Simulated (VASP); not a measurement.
# GaP (F-43m) in VASP: further runs

Runs on GaP. Level: PBEsol. Tasks: electric field gradients.

All numbers are computed with VASP 6.6.1; they aren't measurements. Logs are shortened: lines on timing, memory, paths and dates and some standing lists are left out, and cuts for length are marked.

**The experiment to reproduce.**

From “Stacking defects in GaP nanowires: Electronic structure and optical properties”, 2018, arxiv:1810.01194, for a bulk crystal of GaP at 10 K: band gap 2.34 eV (indirect).

The runs below are set against these values where they give the same quantity.

### Step 1. The cell of the first run

It takes space group F-43m (No. 216, cubic). Conventional cell: a = 5.451 Å, b = 5.451 Å, c = 5.451 Å, α = 90.00°, β = 90.00°, γ = 90.00°. Ga (site symmetry -43m) has 4 P at 2.36 Å within 3.1 Å. P (site symmetry -43m) has 4 Ga at 2.36 Å within 3.1 Å.

### Step 2. Electric field gradients, PBEsol

The input, INCAR:

```
SYSTEM = GaP
  PREC = Accurate
  ENCUT = 520
  EDIFF = 1E-8
  ISMEAR = -1
  SIGMA = 0.08
  LREAL = .FALSE.
  LASPH = .TRUE.
  NELM = 60
  ALGO = Normal
  ISIF = 2
  LWAVE = .FALSE.
  LCHARG = .FALSE.
  GGA = PS
  LEFG = .TRUE.
  NBANDS = 16
```

The input, KPOINTS:

```
Automatic mesh
0
G
  12 12 12
  0 0 0
```

The input, POSCAR:

```
GaP
1.0
    0.0000000000      2.7252500000      2.7252500000
    2.7252500000      0.0000000000      2.7252500000
    2.7252500000      2.7252500000      0.0000000000
Ga P
1 1
Direct
    0.0000000000      0.0000000000      0.0000000000
    0.7500000000      0.7500000000      0.7500000000
```

Potentials or basis: VASP PAW PBE potentials, release 64 (Ga_d, P).

Started as:

```bash
$ cat potpaw_PBE.64/Ga_d/POTCAR potpaw_PBE.64/P/POTCAR > POTCAR
$ mpirun -np 1 vasp_std > vasp.out
```

OUTCAR:

```text
SYSTEM = GaP
   PREC = Accurate
   ENCUT = 520
   EDIFF = 1E-8
   ISMEAR = -1
   LREAL = .FALSE.
   LASPH = .TRUE.
   NELM = 60
   ISIF = 2
   GGA = PS

 ion  position               nearest neighbor table
   1  0.000  0.000  0.000-   2 2.36   2 2.36   2 2.36   2 2.36
   2  0.750  0.750  0.750-   1 2.36   1 2.36   1 2.36   1 2.36

  LATTYP: Found a face centered cubic cell.
 ALAT       =     5.4505000000

  Lattice vectors:

 A1 = (   0.0000000000,   2.7252500000,   2.7252500000)
 A2 = (   2.7252500000,   0.0000000000,   2.7252500000)
 A3 = (   2.7252500000,   2.7252500000,   0.0000000000)

Analysis of symmetry for initial positions (statically):
[... 5 lines left out ...]
 face centered cubic supercell.

 Subroutine GETGRP returns: Found 24 space group operations
 (whereof 24 operations were pure point group operations)
 out of a pool of 48 trial point group operations.

The static configuration has the point symmetry T_d .

Analysis of symmetry for dynamics (positions and initial velocities):
[... 5 lines left out ...]
 face centered cubic supercell.

 Subroutine GETGRP returns: Found 24 space group operations
 (whereof 24 operations were pure point group operations)
 out of a pool of 48 trial point group operations.

The dynamic configuration has the point symmetry T_d .

 Subroutine INISYM returns: Found 24 space group operations
 (whereof 24 operations are pure point group operations),
 and found     1 'primitive' translations

----------------------------------------------------------------------------------------

                                     Primitive cell

  volume of cell :      40.4808

  direct lattice vectors                    reciprocal lattice vectors
     0.000000000  2.725250000  2.725250000    -0.183469406  0.183469406  0.183469406
     2.725250000  0.000000000  2.725250000     0.183469406 -0.183469406  0.183469406
     2.725250000  2.725250000  0.000000000     0.183469406  0.183469406 -0.183469406

  length of vectors
     3.854085511  3.854085511  3.854085511     0.317778334  0.317778334  0.317778334

  position of ions in fractional coordinates (direct lattice)
     0.000000000  0.000000000  0.000000000
     0.750000000  0.750000000  0.750000000

  ion indices of the primitive-cell ions
[... 102 lines left out ...]
   AEXX    =    0.0000 exact exchange contribution
   IVDW    =     0    specifies the selected vdW correction
   LEPSILON=     F    determine dielectric tensor
   LRPA    =     F    only Hartree local field effects (RPA)
 non-spin polarized calculation
  energy-cutoff  :      520.00
  volume of cell :       40.48
 maximum number of plane-waves:      1113
 NGX is ok and might be reduce to    30
   NGX = 15   NGY = 15   NGZ = 15

 number of electron      17.9999989 magnetization

 Free energy of the ion-electron system (eV)
  ---------------------------------------------------
  ext. energy  EPLUGINS =         0.00000000
  ---------------------------------------------------
  free energy    TOTEN  =        -9.92317563 eV

  energy without entropy =       -9.92317301  energy(sigma->0) =       -9.92317432

 E-fermi :   5.2923     XC(G=0): -10.0217

 val. band max:        4.5670227722   @ k =   0.0000   0.0000   0.0000
 cond. band min:       6.0368868930   @ k =   0.4167   0.4167   0.0000
 fundamental gap:      1.4698641208
 Fermi energy:         5.2923422264

 k-point     1 :       0.0000    0.0000    0.0000
  band No.  band energies     occupation
      1      -9.9718      2.00000
      2      -9.9718      2.00000
      3      -9.9718      2.00000
      4      -9.8710      2.00000
      5      -9.8710      2.00000
      6      -7.9566      2.00000
[... 433 lines left out ...]
      3      -9.9365      2.00000
      4      -9.8708      2.00000
      5      -9.8651      2.00000
      6      -5.6463      2.00000
[... 8 lines left out ...]
     15      14.8762      0.00000
     16      16.4207      0.00000

 [... further k-points ...]
[... 5 lines left out ...]
  --------------------------------------------------------------------------------------
  -------------------------------------------------------------------------------------
  Total       -0.1528693     -0.1528693     -0.1528693      0.0000000     -0.0000000     -0.0000000
  in kB       -6.0503670     -6.0503670     -6.0503670      0.0000000     -0.0000000     -0.0000000
  external PRESSURE =      -6.0503670 kB  Pullay stress =       0.0000000 kB

 VOLUME and BASIS-vectors are now :
 -----------------------------------------------------------------------------
  energy-cutoff  :      520.00
  volume of cell :       40.48
      direct lattice vectors                 reciprocal lattice vectors
     0.000000000  2.725250000  2.725250000    -0.183469406  0.183469406  0.183469406
     2.725250000  0.000000000  2.725250000     0.183469406 -0.183469406  0.183469406
     2.725250000  2.725250000  0.000000000     0.183469406  0.183469406 -0.183469406

 POSITION                                       TOTAL-FORCE (eV/Angst)
 -----------------------------------------------------------------------------------
      0.00000      0.00000      0.00000         0.000000      0.000000      0.000000
      4.08788      4.08788      4.08788        -0.000000     -0.000000     -0.000000
 -----------------------------------------------------------------------------------
    total drift:                               -0.000000     -0.000000     -0.000000

  FREE ENERGIE OF THE ION-ELECTRON SYSTEM (eV)
  ---------------------------------------------------
  free  energy   TOTEN  =        -9.9231756254 eV

  energy  without entropy=       -9.9231730064  energy(sigma->0) =       -9.92317432

 Electric field gradients (V/A^2)
---------------------------------------------------------------------
 ion       V_xx      V_yy      V_zz      V_xy      V_xz      V_yz
---------------------------------------------------------------------
   1       0.000     0.000    -0.000    -0.001    -0.001    -0.001
   2      -0.000     0.000     0.000    -0.000    -0.000    -0.000
---------------------------------------------------------------------

 Electric field gradients after diagonalization (V/A^2)
 (convention: |V_zz| > |V_xx| > |V_yy|)
----------------------------------------------------------------------
 ion       V_xx      V_yy      V_zz     asymmetry (V_yy - V_xx)/ V_zz
----------------------------------------------------------------------
   1       0.001     0.001    -0.002       0.000
   2       0.000     0.000    -0.000       0.000
----------------------------------------------------------------------

           NMR quadrupolar parameters

 Cq : quadrupolar parameter    Cq=e*Q*V_zz/h
 eta: asymmetry parameters     (V_yy - V_xx)/ V_zz
 Q  : nuclear electric quadrupole moment in mb (millibarn)
----------------------------------------------------------------------
 ion       Cq(MHz)       eta       Q (mb)
----------------------------------------------------------------------
   1      -0.000       0.000       1.000
   2      -0.000       0.000       1.000
----------------------------------------------------------------------
```

Run time: 30 s. Hardware: 1 thread of AMD EPYC 9R45 (Zen 5), shared host; peak memory 0.16 GiB.

Results:

```yaml
Free_energy: -9.9232 eV
Pressure: -0.6 GPa
Band_gap_on_the_k_mesh: 1.47 eV, indirect (least direct gap 1.75 eV)
```

Levels at points of the mesh, in eV from the valence-band top:
```
           k point  band 6  band 7  band 8  band 9  band 10  band 11  band 12  band 13
(0.00, 0.00, 0.00)  -12.52    0.00    0.00    0.00     1.75     3.83     3.83     3.83
(0.50, 0.00, 0.00)  -10.43   -6.70   -1.13   -1.13     1.59     4.65     4.65     8.09
(0.50, 0.50, 0.00)   -9.52   -6.81   -2.71   -2.71     1.52     1.72    10.55    10.55
```

Caveat: without QUAD_EFG the Cq values of the log hold for a quadrupole moment of 1 mb, not for the nuclei; the PAW data sets were made with another functional, which shifts forces and pressure a little.

### Step 3. Electric field gradients, PBEsol

The input, INCAR:

```
ALGO = Normal
EDIFF = 1E-8
ENCUT = 520
GGA = PS
ISIF = 2
ISMEAR = -1
LASPH = True
LCHARG = False
LEFG = True
LREAL = False
LWAVE = False
NBANDS = 16
NELM = 60
PREC = Accurate
SIGMA = 0.08
```

The input, KPOINTS:

```
k-points
0
Gamma
  12 12 12
```

POSCAR is that of step 2.

Potentials or basis: VASP PAW PBE potentials, release 64 (Ga_d, P).

Started as:

```bash
$ cat potpaw_PBE.64/Ga_d/POTCAR potpaw_PBE.64/P/POTCAR > POTCAR
$ mpirun -np 1 vasp_std > vasp.out
```

OUTCAR:

```text
EDIFF = 1E-8
   ENCUT = 520
   GGA = PS
   ISIF = 2
   ISMEAR = -1
   LASPH = True
   LREAL = False
   NELM = 60
   PREC = Accurate

 ion  position               nearest neighbor table
   1  0.000  0.000  0.000-   2 2.36   2 2.36   2 2.36   2 2.36
   2  0.750  0.750  0.750-   1 2.36   1 2.36   1 2.36   1 2.36

  LATTYP: Found a face centered cubic cell.
 ALAT       =     5.4505000000

  Lattice vectors:

 A1 = (   0.0000000000,   2.7252500000,   2.7252500000)
 A2 = (   2.7252500000,   0.0000000000,   2.7252500000)
 A3 = (   2.7252500000,   2.7252500000,   0.0000000000)

Analysis of symmetry for initial positions (statically):
=====================================================================
 Subroutine PRICEL returns:
 Original cell was already a primitive cell.

 Routine SETGRP: Setting up the symmetry group for a
 face centered cubic supercell.

 Subroutine GETGRP returns: Found 24 space group operations
 (whereof 24 operations were pure point group operations)
 out of a pool of 48 trial point group operations.

The static configuration has the point symmetry T_d .

Analysis of symmetry for dynamics (positions and initial velocities):
=====================================================================
 Subroutine PRICEL returns:
 Original cell was already a primitive cell.

 Routine SETGRP: Setting up the symmetry group for a
 face centered cubic supercell.

 Subroutine GETGRP returns: Found 24 space group operations
 (whereof 24 operations were pure point group operations)
 out of a pool of 48 trial point group operations.

The dynamic configuration has the point symmetry T_d .

 Subroutine INISYM returns: Found 24 space group operations
 (whereof 24 operations are pure point group operations),
 and found     1 'primitive' translations

----------------------------------------------------------------------------------------

                                     Primitive cell

  volume of cell :      40.4808

  direct lattice vectors                    reciprocal lattice vectors
     0.000000000  2.725250000  2.725250000    -0.183469406  0.183469406  0.183469406
     2.725250000  0.000000000  2.725250000     0.183469406 -0.183469406  0.183469406
     2.725250000  2.725250000  0.000000000     0.183469406  0.183469406 -0.183469406

  length of vectors
     3.854085511  3.854085511  3.854085511     0.317778334  0.317778334  0.317778334

  position of ions in fractional coordinates (direct lattice)
     0.000000000  0.000000000  0.000000000
     0.750000000  0.750000000  0.750000000

  ion indices of the primitive-cell ions
   primitive index   ion index
                 1           1
                 2           2

----------------------------------------------------------------------------------------

 KPOINTS: k-points

Automatic generation of k-mesh.
 Grid dimensions read from file:
[... 71 lines left out ...]
   ISIF   =      2    stress and relaxation
   ISYM   =      2    0-nonsym 1-usesym 2-fastsym
   POTIM  = 0.5000    time-step for ionic-motion
   TEBEG  =    0.0;   TEEND  =   0.0 temperature during run
   PSTRESS=    0.0 pullay stress
   NELECT =      18.0000    total number of electrons
   NUPDOWN=      -1.0000    fix difference up-down
   EMIN   =  10.00;   EMAX   =-10.00  energy-range for DOS
   EFERMI =   0.00;   METHOD = LEGACY
   ISMEAR =    -1;   SIGMA  =   0.08  broadening in eV -4-tet -1-fermi 0-gaus
   EFERMI_NEDOS =   21; number of points for ismear=-14 and -15
   IALGO  =     38    algorithm
   IMIX   =      4    mixing-type and parameters
     AMIX     =   0.40;   BMIX     =  1.00
     AMIX_MAG =   1.60;   BMIX_MAG =  1.00
  volume/ion in A,a.u.               =      20.24       136.59
  Fermi-wavevector in a.u.,A,eV,Ry     =   1.249538  2.361284 21.243377  1.561344
  Thomas-Fermi vector in A             =   2.383574
   LORBIT       =      0    0 simple, 1 ext, 2 COOP (PROOUT), +10 PAW based schemes
   GGA     = PS    functional components
   LHFCALC =     F    Hartree Fock is set to
   AEXX    =    0.0000 exact exchange contribution
   IVDW    =     0    specifies the selected vdW correction
   LEPSILON=     F    determine dielectric tensor
   LRPA    =     F    only Hartree local field effects (RPA)
 non-spin polarized calculation
  energy-cutoff  :      520.00
  volume of cell :       40.48
 maximum number of plane-waves:      1113
 NGX is ok and might be reduce to    30
   NGX = 15   NGY = 15   NGZ = 15

 number of electron      17.9999989 magnetization

 Free energy of the ion-electron system (eV)
  ---------------------------------------------------
  ext. energy  EPLUGINS =         0.00000000
  ---------------------------------------------------
  free energy    TOTEN  =        -9.92317563 eV

  energy without entropy =       -9.92317301  energy(sigma->0) =       -9.92317432

 E-fermi :   5.2923     XC(G=0): -10.0217

 val. band max:        4.5670227722   @ k =   0.0000   0.0000   0.0000
 cond. band min:       6.0368868930   @ k =   0.4167   0.4167   0.0000
 fundamental gap:      1.4698641208
 Fermi energy:         5.2923422264

 k-point     1 :       0.0000    0.0000    0.0000
  band No.  band energies     occupation
      1      -9.9718      2.00000
      2      -9.9718      2.00000
      3      -9.9718      2.00000
      4      -9.8710      2.00000
      5      -9.8710      2.00000
      6      -7.9566      2.00000
[... 433 lines left out ...]
      3      -9.9365      2.00000
      4      -9.8708      2.00000
      5      -9.8651      2.00000
      6      -5.6463      2.00000
[... 8 lines left out ...]
     15      14.8762      0.00000
     16      16.4207      0.00000

 [... further k-points ...]

------------------------ aborting loop because EDIFF is reached ----------------------------------------

  FORCE on cell =-STRESS in cart. coord.  units (eV):
  Direction    XX          YY          ZZ          XY          YZ          ZX
  --------------------------------------------------------------------------------------
  -------------------------------------------------------------------------------------
  Total       -0.1528693     -0.1528693     -0.1528693      0.0000000     -0.0000000     -0.0000000
  in kB       -6.0503670     -6.0503670     -6.0503670      0.0000000     -0.0000000     -0.0000000
  external PRESSURE =      -6.0503670 kB  Pullay stress =       0.0000000 kB

 VOLUME and BASIS-vectors are now :
 -----------------------------------------------------------------------------
  energy-cutoff  :      520.00
  volume of cell :       40.48
      direct lattice vectors                 reciprocal lattice vectors
     0.000000000  2.725250000  2.725250000    -0.183469406  0.183469406  0.183469406
     2.725250000  0.000000000  2.725250000     0.183469406 -0.183469406  0.183469406
     2.725250000  2.725250000  0.000000000     0.183469406  0.183469406 -0.183469406

 POSITION                                       TOTAL-FORCE (eV/Angst)
 -----------------------------------------------------------------------------------
      0.00000      0.00000      0.00000         0.000000      0.000000      0.000000
      4.08788      4.08788      4.08788        -0.000000     -0.000000     -0.000000
 -----------------------------------------------------------------------------------
    total drift:                               -0.000000     -0.000000     -0.000000

  FREE ENERGIE OF THE ION-ELECTRON SYSTEM (eV)
  ---------------------------------------------------
  free  energy   TOTEN  =        -9.9231756254 eV

  energy  without entropy=       -9.9231730064  energy(sigma->0) =       -9.92317432

 Electric field gradients (V/A^2)
---------------------------------------------------------------------
 ion       V_xx      V_yy      V_zz      V_xy      V_xz      V_yz
---------------------------------------------------------------------
   1       0.000     0.000    -0.000    -0.001    -0.001    -0.001
   2      -0.000     0.000     0.000    -0.000    -0.000    -0.000
---------------------------------------------------------------------

 Electric field gradients after diagonalization (V/A^2)
 (convention: |V_zz| > |V_xx| > |V_yy|)
----------------------------------------------------------------------
 ion       V_xx      V_yy      V_zz     asymmetry (V_yy - V_xx)/ V_zz
----------------------------------------------------------------------
   1       0.001     0.001    -0.002       0.000
   2       0.000     0.000    -0.000       0.000
----------------------------------------------------------------------

           NMR quadrupolar parameters

 Cq : quadrupolar parameter    Cq=e*Q*V_zz/h
 eta: asymmetry parameters     (V_yy - V_xx)/ V_zz
 Q  : nuclear electric quadrupole moment in mb (millibarn)
----------------------------------------------------------------------
 ion       Cq(MHz)       eta       Q (mb)
----------------------------------------------------------------------
   1      -0.000       0.000       1.000
   2      -0.000       0.000       1.000
----------------------------------------------------------------------
```

stdout:

```text
POSCAR found type information on POSCAR GaP
 POSCAR found :  2 types and       2 ions
 scaLAPACK will be used
 -----------------------------------------------------------------------------
|                                                                             |
|                                                                             |
|     You enforced a specific xc type in the INCAR file but a different       |
|     I HOPE YOU KNOW WHAT YOU ARE DOING!                                     |
|                                                                             |
 -----------------------------------------------------------------------------

 LDA part: xc-table for (Slater+PW92), standard interpolation
 POSCAR, INCAR and KPOINTS ok, starting setup
 FFT: planning ... GRIDC
 FFT: planning ... GRID_SOFT
 FFT: planning ... GRID
 WAVECAR not read
 entering main loop
ion   1

ion   2
```

It took 32 s on 1 thread of AMD EPYC 9R45 (Zen 5), shared host; peak memory 0.16 GiB.

Results:

```
Free energy            : -9.9232 eV
Pressure               : -0.6 GPa
Band gap on the k mesh : 1.47 eV, indirect (least direct gap 1.75 eV)
```

Levels at points of the mesh, in eV from the valence-band top:
```csv
k point,band 5,band 6,band 7,band 8,band 9,band 10,band 11,band 12,band 13,band 14
"(0.00, 0.00, 0.00)",-14.44,-12.52,0.00,0.00,0.00,1.75,3.83,3.83,3.83,8.57
"(0.50, 0.00, 0.00)",-14.43,-10.43,-6.70,-1.13,-1.13,1.59,4.65,4.65,8.09,10.74
"(0.50, 0.50, 0.00)",-14.42,-9.52,-6.81,-2.71,-2.71,1.52,1.72,10.55,10.55,11.08
```

Caveat: without QUAD_EFG the Cq values of the log hold for a quadrupole moment of 1 mb, not for the nuclei; the PAW data sets were made with another functional, which shifts forces and pressure a little.

### Step 4. Against experiment

Step 2. Measured gap of GaP: 2.34 eV (indirect; 10 K; quoted in “Stacking defects in GaP nanowires: Electronic structure and optical properties”, 2018, arxiv:1810.01194). This calculation gives 1.47 eV (-0.87 eV). Spin-orbit coupling on Ga is left out. The value is that of PBEsol on a finite k mesh, which can miss the band edges, without temperature or zero-point motion. Semilocal functionals fall short of measured gaps as a rule.

Step 3. Against the measured gap of GaP, 2.34 eV (indirect; 10 K; quoted in “Stacking defects in GaP nanowires: Electronic structure and optical properties”, 2018, arxiv:1810.01194), the calculated 1.47 eV is off by -0.87 eV. Spin-orbit coupling on Ga is left out. The value is that of PBEsol on a finite k mesh, which can miss the band edges, without temperature or zero-point motion. Semilocal functionals fall short of measured gaps as a rule.
